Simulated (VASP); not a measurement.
A run of VASP 6.6.1 is set up as follows.

File INCAR:

```
  ALGO = Normal
  DIPOL = 0.5 0.5 0.500
  EDIFF = 1E-6
  EFIELD = -0.1
  ENCUT = 520
  GGA = PE
  IDIPOL = 3
  ISIF = 2
  ISMEAR = -1
  ISPIN = 2
  LASPH = True
  LCHARG = False
  LDIPOL = True
  LMAXMIX = 4
  LORBIT = 11
  LREAL = False
  LWAVE = False
  MAGMOM = 3
  NBANDS = 16
  NELM = 150
  PREC = Accurate
  SIGMA = 0.05
```

The input KPOINTS:

```
k-points
0
Gamma
  19 19 1
```

Contents of POSCAR:

```
Mn
1.0
    2.4767572053      0.0000000000      0.0000000000
   -1.2383786026      2.1449346588      0.0000000000
    0.0000000000      0.0000000000     16.0000000000
Mn
1
Direct
    0.0000000000      0.0000000000      0.5000000000
```

Potentials or basis: VASP PAW PBE potentials, release 64 (Mn_pv).

Command:

```sh
$ cat potpaw_PBE.64/Mn_pv/POTCAR > POTCAR
$ mpirun -np 1 vasp_std > vasp.out
```

Task: What does it give for the net moment?

Result: 3.45 μB per cell.

Task: Predict the site moments.

Result: Mn +3.10 μB.
